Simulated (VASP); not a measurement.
Al:

```
CELL_PARAMETERS angstrom
4.54673 0.00000 0.00000
-2.27337 3.93758 0.00000
0.00000 0.00000 2.75393
ATOMIC_POSITIONS crystal
Al 0.33333 0.66667 0.50000
Al 0.66667 0.33333 0.50000
```

This isn't the form of Al at room conditions, which is fcc.

```yaml
Program: VASP 6.6.1
Task: relaxation of cell and atoms
Functional: HSE06
Potentials_or_basis: VASP PAW PBE potentials, release 64 (Al)
Cutoff: 600 eV
k_mesh: 4 × 4 × 5
Occupations: fermi-dirac, width 0.05 eV
Spin: no spin polarisation
```

At the start: pressure 0.2 GPa; volume 24.65 Å³/atom.

Task: Where does the relaxation end?

Result: Over 8 steps the energy falls by 12.5 meV/atom and the volume is 24.67 Å³/atom (+0.1 %); space group P6/mmm (No. 191, to 0.1 Å) before and after.

The path:
```tsv
step	energy change (eV)	largest force (eV/Å)	pressure (GPa)	volume (Å³)
1	0.0000	0.0002	0.23	49.30
2	-0.0173	0.0001	-0.34	49.55
3	0.0145	0.0006	0.12	50.16
4	-0.0243	0.0001	-0.34	49.77
5	-0.0245	0.0000	-0.36	49.74
6	-0.0248	0.0001	0.10	49.29
7	-0.0249	0.0000	-0.04	49.43
8	-0.0250	0.0001	0.01	49.35
```

Final structure:
```xyz
2
Lattice="4.4797 0.0000 0.0000 -2.2398 3.8795 0.0000 0.0000 0.0000 2.8394" Properties=species:S:1:pos:R:3 pbc="T T T"
Al    0.0000    2.5864    1.4197
Al    2.2399    1.2932    1.4197
```

Caveat: the k points lie up to 0.44 Å⁻¹ apart in the final cell, too coarse for converged energies and pressures of a metal; the PAW data sets were made with another functional, which shifts forces and pressure a little.
